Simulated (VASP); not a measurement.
# HfB4 (I4/mmm) in VASP: single point with PBE

Aim: the single point of HfB4 with PBE.

All numbers are computed with VASP 6.6.1; they aren't measurements. Logs are shortened: lines on timing, memory, paths and dates and some standing lists are left out, and cuts for length are marked.

## 1. The cell of the first run

It takes space group I4/mmm (No. 139, tetragonal). Conventional cell: a = 4.538 Å, b = 4.538 Å, c = 6.396 Å, α = 90.00°, β = 90.00°, γ = 90.00°. Hf (site symmetry 4/mmm) has 6 B at 2.27 to 2.40 Å within 3.0 Å. B (site symmetry 4mm) has 1 B at 1.59 Å within 2.1 Å. Within 3.0 Å of B (site symmetry mmm) lie 2 Hf at 2.27 Å and 4 B at 2.40 Å. Within 3.0 Å of B (site symmetry mmm) lie 2 Hf at 2.27 Å and 4 B at 2.40 Å.

## 2. Single point, PBE

Input file INCAR:

```
PREC = Accurate ; ENCUT = 520
EDIFF = 1E-6 ; ISMEAR = 0
SIGMA = 0.2 ; LREAL = False
LASPH = True ; NELM = 60
ALGO = Normal ; ISIF = 2
LWAVE = False ; LCHARG = False
GGA = PE ; NBANDS = 33
```

Input file KPOINTS:

```
Automatic mesh
0
Gamma
  6 6 4
```

Input file POSCAR:

```
HfB4
1.0
   -2.2687531259      2.2687531259     -3.1981639151
    2.2687531259      2.2687531259     -3.1981639151
    0.0000000000     -4.5375062518     -6.3963278301
Hf B
2 8
Direct
    0.5000000000      0.5000000000      0.5000000000
    1.0000000000      0.0000000000      0.0000000000
    0.8122891697      0.8122891697      0.8122891697
    0.3122891697      0.3122891697      0.3122891697
    0.6877108303      0.6877108303      0.6877108303
    0.1877108303      0.1877108303      0.1877108303
    0.2500000000      0.2500000000      0.7500000000
    0.7500000000      0.7500000000      0.2500000000
    1.0000000000      0.0000000000      0.5000000000
    0.5000000000      0.5000000000      0.0000000000
```

Potentials or basis: VASP PAW PBE potentials, release 64 (Hf_pv, B).

Started as:

```console
$ cat potpaw_PBE.64/Hf_pv/POTCAR potpaw_PBE.64/B/POTCAR > POTCAR
$ mpirun -np 1 vasp_std > vasp.out
```

OUTCAR:

```text
PREC = Accurate
   ENCUT = 520
   EDIFF = 1E-6
   ISMEAR = 0
   LREAL = False
   LASPH = True
   NELM = 60
   ISIF = 2
   GGA = PE

 ion  position               nearest neighbor table
   1  0.500  0.500  0.500-   7 2.27   8 2.27   9 2.27   9 2.27   4 2.40   5 2.40
   2  0.000  0.000  0.000-   7 2.27   8 2.27  10 2.27  10 2.27   3 2.40   6 2.40
   3  0.812  0.812  0.812-   5 1.59   2 2.40
   4  0.312  0.312  0.312-   6 1.59   1 2.40
   5  0.688  0.688  0.688-   3 1.59   1 2.40
   6  0.188  0.188  0.188-   4 1.59   2 2.40
   7  0.250  0.250  0.750-   1 2.27   2 2.27
   8  0.750  0.750  0.250-   1 2.27   2 2.27
   9  0.000  0.000  0.500-   1 2.27   1 2.27
  10  0.500  0.500  0.000-   2 2.27   2 2.27

  LATTYP: Found a base centered monoclinic cell.
 ALAT       =     7.8423193442
 B/A-ratio  =     0.5785923848
 C/A-ratio  =     1.0000000000
 COS(beta)  =    -0.3304617045

  Lattice vectors:

 A1 = (   2.2687531259,  -2.2687531259,   3.1981639151)
 A2 = (  -2.2687531259,  -2.2687531259,   3.1981639151)
 A3 = (   0.0000000000,  -4.5375062518,  -6.3963278301)

Analysis of symmetry for initial positions (statically):
=====================================================================
 Subroutine PRICEL returns following result:

  LATTYP: Found a body centered tetragonal cell.
 ALAT       =     4.5375062518
 C/A-ratio  =     1.4096570837

  Lattice vectors:

 A1 = (  -2.2687531259,  -2.2687531259,   3.1981639151)
 A2 = (   2.2687531259,   2.2687531259,   3.1981639151)
 A3 = (  -2.2687531259,   2.2687531259,  -3.1981639151)

   2 primitive cells build up your supercell.

 Routine SETGRP: Setting up the symmetry group for a
 base centered monoclinic supercell.

 Subroutine GETGRP returns: Found  4 space group operations
 (whereof  4 operations were pure point group operations)
 out of a pool of  4 trial point group operations.

The static configuration has the point symmetry C_2h.

Analysis of symmetry for dynamics (positions and initial velocities):
=====================================================================
 Subroutine PRICEL returns following result:

  LATTYP: Found a body centered tetragonal cell.
 ALAT       =     4.5375062518
 C/A-ratio  =     1.4096570837

  Lattice vectors:

 A1 = (  -2.2687531259,  -2.2687531259,   3.1981639151)
 A2 = (   2.2687531259,   2.2687531259,   3.1981639151)
 A3 = (  -2.2687531259,   2.2687531259,  -3.1981639151)

   2 primitive cells build up your supercell.

 Routine SETGRP: Setting up the symmetry group for a
 base centered monoclinic supercell.

 Subroutine GETGRP returns: Found  4 space group operations
 (whereof  4 operations were pure point group operations)
 out of a pool of  4 trial point group operations.

The dynamic configuration has the point symmetry C_2h.

 Subroutine INISYM returns: Found  4 space group operations
 (whereof  4 operations are pure point group operations),
 and found     2 'primitive' translations

----------------------------------------------------------------------------------------

                                     Primitive cell

  volume of cell :      65.8469

  direct lattice vectors                    reciprocal lattice vectors
    -2.268753126 -2.268753126  3.198163915    -0.220385371  0.000000000  0.156339704
     2.268753126  2.268753126  3.198163915    -0.000000000  0.220385371  0.156339704
    -2.268753126  2.268753126 -3.198163915    -0.220385371  0.220385371  0.000000000

  length of vectors
     4.530202415  4.530202415  4.530202415     0.270206985  0.270206985  0.311671981

  position of ions in fractional coordinates (direct lattice)
     0.000000000  0.000000000  0.000000000
     0.375421661  0.375421661  0.000000000
     0.624578339  0.624578339  0.000000000
     0.000000000  0.500000000  0.500000000
     0.500000000  0.000000000  0.500000000

  ion indices of the primitive-cell ions
   primitive index   ion index
                 1           1
                 2           4
                 3           5
                 4           7
                 5          10

----------------------------------------------------------------------------------------

 KPOINTS: Automatic mesh

Automatic generation of k-mesh.
 Grid dimensions read from file:
 generate k-points for:    6    6    4

 Generating k-lattice:

  Cartesian coordinates                     Fractional coordinates (reciprocal lattice)
    -0.036730895  0.018365448 -0.013028309     0.166666667  0.000000000 -0.000000000
     0.036730895  0.018365448 -0.013028309     0.000000000  0.166666667 -0.000000000
     0.000000000 -0.027548171 -0.019542463    -0.000000000 -0.000000000  0.250000000

  Length of vectors
     0.043083467  0.043083467  0.033775873

  Shift w.r.t. Gamma in fractional coordinates (k-lattice)
     0.000000000  0.000000000  0.000000000

 Subroutine IBZKPT returns following result:
 ===========================================

 Found     47 irreducible k-points:

 Following reciprocal coordinates:
            Coordinates               Weight
  0.000000  0.000000  0.000000      1.000000
  0.166667 -0.000000  0.000000      4.000000
  0.333333 -0.000000  0.000000      4.000000
  0.500000 -0.000000  0.000000      2.000000
  0.166667  0.166667  0.000000      2.000000
  0.333333  0.166667  0.000000      4.000000
[... 16 lines left out ...]
 -0.333333  0.166667  0.250000      4.000000
 -0.166667  0.166667  0.250000      4.000000
 [... further k-points ...]
   k-points           NKPTS =     47   k-points in BZ     NKDIM =     47   number of bands    NBANDS=     33
   number of dos      NEDOS =    301   number of ions     NIONS =     10
   total plane-waves  NPLWV =  77760
   dimension x,y,z NGX =    36 NGY =   36 NGZ =   60
   dimension x,y,z NGXF=    72 NGYF=   72 NGZF=  120
   ions per type =               2   8
   NGX,Y,Z   is equivalent  to a cutoff of  13.21, 13.21, 12.72 a.u.
   NGXF,Y,Z  is equivalent  to a cutoff of  26.42, 26.42, 25.44 a.u.
 SYSTEM =  unknown system
   PREC   = accura    normal or accurate (medium, high low for compatibility)
   ISTART =      0    job   : 0-new  1-cont  2-samecut
   ICHARG =      2    charge: 1-file 2-atom 10-const
   ISPIN  =      1    spin polarized calculation?
   LNONCOLLINEAR =      F non collinear calculations
   LSORBIT =      F    spin-orbit coupling
   LASPH  =      T    aspherical Exc in radial PAW
   ENCUT  =  520.0 eV  38.22 Ry    6.18 a.u.   8.42  8.42 14.58*2*pi/ulx,y,z
   NELM   =     60;   NELMIN=  2; NELMDL= -5     # of ELM steps
   EDIFF  = 0.1E-05   stopping-criterion for ELM
   LREAL  =      F    real-space projection
[... 7 lines left out ...]
   TEBEG  =    0.0;   TEEND  =   0.0 temperature during run
   PSTRESS=    0.0 pullay stress
   NELECT =      44.0000    total number of electrons
   NUPDOWN=      -1.0000    fix difference up-down
   EMIN   =  10.00;   EMAX   =-10.00  energy-range for DOS
   EFERMI =   0.00;   METHOD = LEGACY
   ISMEAR =     0;   SIGMA  =   0.20  broadening in eV -4-tet -1-fermi 0-gaus
   EFERMI_NEDOS =   21; number of points for ismear=-14 and -15
   IALGO  =     38    algorithm
   IMIX   =      4    mixing-type and parameters
     AMIX     =   0.40;   BMIX     =  1.00
     AMIX_MAG =   1.60;   BMIX_MAG =  1.00
  volume/ion in A,a.u.               =      13.17        88.87
  Fermi-wavevector in a.u.,A,eV,Ry     =   1.135980  2.146691 17.557644  1.290450
  Thomas-Fermi vector in A             =   2.272685
   LORBIT       =      0    0 simple, 1 ext, 2 COOP (PROOUT), +10 PAW based schemes
   GGA     = PE    functional components
   LHFCALC =     F    Hartree Fock is set to
   AEXX    =    0.0000 exact exchange contribution
   IVDW    =     0    specifies the selected vdW correction
   LEPSILON=     F    determine dielectric tensor
   LRPA    =     F    only Hartree local field effects (RPA)
 non-spin polarized calculation
 Gauss-broadening in eV      SIGMA  =   0.20
  energy-cutoff  :      520.00
  volume of cell :      131.69
 maximum number of plane-waves:      3580
 NGX is ok and might be reduce to    36
   NGX = 17   NGY = 17   NGZ = 29

 number of electron      43.9999999 magnetization

 Free energy of the ion-electron system (eV)
  ---------------------------------------------------
  ext. energy  EPLUGINS =         0.00000000
  ---------------------------------------------------
  free energy    TOTEN  =       -57.25538671 eV

  energy without entropy =      -57.18209367  energy(sigma->0) =      -57.21874019

 E-fermi :   3.4491     XC(G=0): -10.5242

 val. band max:        3.4369516860   @ k =  -0.3333   0.3333   0.2500
 cond. band min:       3.4756342794   @ k =   0.1667   0.1667   0.0000
 fundamental gap:      0.0386825934
 Fermi energy:         3.4490732262

 k-point     1 :       0.0000    0.0000    0.0000
  band No.  band energies     occupation
      1     -26.5953      2.00000
      2     -26.5867      2.00000
      3     -26.5780      2.00000
      4     -26.5758      2.00000
      5     -26.4363      2.00000
      6     -26.4289      2.00000
[... 25 lines left out ...]
     32       6.2922      0.00000
     33       6.9212      0.00000

 k-point     2 :       0.1667   -0.0000    0.0000
  band No.  band energies     occupation
      1     -26.5947      2.00000
      2     -26.5874      2.00000
      3     -26.5794      2.00000
      4     -26.5775      2.00000
      5     -26.4368      2.00000
      6     -26.4302      2.00000
[... 25 lines left out ...]
     32       6.5186      0.00000
     33       7.0646      0.00000
[... 754 lines left out ...]
     32       7.4207      0.00000
     33       8.5531      0.00000

 k-point    24 :      -0.1667    0.1667    0.2500
  band No.  band energies     occupation
      1     -26.5931      2.00000
      2     -26.5888      2.00000
      3     -26.5809      2.00000
      4     -26.5807      2.00000
      5     -26.4352      2.00000
      6     -26.4329      2.00000
[... 25 lines left out ...]
     32       7.3364      0.00000
     33       7.9191      0.00000

 [... further k-points ...]

------------------------ aborting loop because EDIFF is reached ----------------------------------------

  FORCE on cell =-STRESS in cart. coord.  units (eV):
  Direction    XX          YY          ZZ          XY          YZ          ZX
  --------------------------------------------------------------------------------------
  -------------------------------------------------------------------------------------
  Total       -0.8832857      0.9160809      0.4310272      0.0000000      0.3679541      0.0000000
  in kB      -10.7459937     11.1449778      5.2438478      0.0000000      4.4765042      0.0000000
  external PRESSURE =       1.8809440 kB  Pullay stress =       0.0000000 kB

 VOLUME and BASIS-vectors are now :
 -----------------------------------------------------------------------------
  energy-cutoff  :      520.00
  volume of cell :      131.69
      direct lattice vectors                 reciprocal lattice vectors
    -2.268753126  2.268753126 -3.198163915    -0.220385371  0.110192686 -0.078169852
     2.268753126  2.268753126 -3.198163915     0.220385371  0.110192686 -0.078169852
     0.000000000 -4.537506252 -6.396327830     0.000000000 -0.110192686 -0.078169852

 POSITION                                       TOTAL-FORCE (eV/Angst)
 -----------------------------------------------------------------------------------
      0.00000      0.00000     -6.39633        -0.000000     -0.000000      0.000000
      0.00000      0.00000      0.00000        -0.000000     -0.000000      0.000000
      0.00000      0.00000    -10.39134         0.000000     -0.031209     -0.010551
      0.00000      0.00000     -3.99501         0.000000     -0.031209     -0.010551
      0.00000      0.00000     -8.79765         0.000000      0.031209      0.010551
      0.00000      0.00000     -2.40132         0.000000      0.031209      0.010551
      0.00000     -2.26875     -6.39633         0.000000      0.000000      0.000000
      0.00000      2.26875     -6.39633         0.000000     -0.000000      0.000000
      0.00000     -2.26875     -3.19816        -0.000000     -0.000000      0.000000
      0.00000      2.26875     -3.19816         0.000000      0.000000      0.000000
 -----------------------------------------------------------------------------------
    total drift:                               -0.000000      0.000000     -0.000000

  FREE ENERGIE OF THE ION-ELECTRON SYSTEM (eV)
  ---------------------------------------------------
  free  energy   TOTEN  =       -57.2553867053 eV

  energy  without entropy=      -57.1820936705  energy(sigma->0) =      -57.21874019
```

Wall time 96 s (1 thread of Intel Xeon 6975P-C (Granite Rapids), shared host); peak memory 0.35 GiB.

What came out:

| Quantity | Value |
| --- | --- |
| Free energy | -57.2554 eV |
| Pressure | 0.2 GPa |
| Largest force | 0.033 eV/Å |
| Band gap on the k mesh | zero (bands 22 and 23 overlap by 1.44 eV) |

Forces on the atoms (eV/Å):
```
Hf   0.000  0.000  0.000
Hf   0.000  0.000  0.000
B    0.000 -0.031 -0.011
B    0.000 -0.031 -0.011
B    0.000  0.031  0.011
B    0.000  0.031  0.011
B    0.000  0.000  0.000
B    0.000  0.000  0.000
B    0.000  0.000  0.000
B    0.000  0.000  0.000
```

Caveat: spin-orbit coupling is left out, which moves the levels of the heavy elements.

The gap in the log of VASP goes by the Fermi energy; the results here count the filled bands.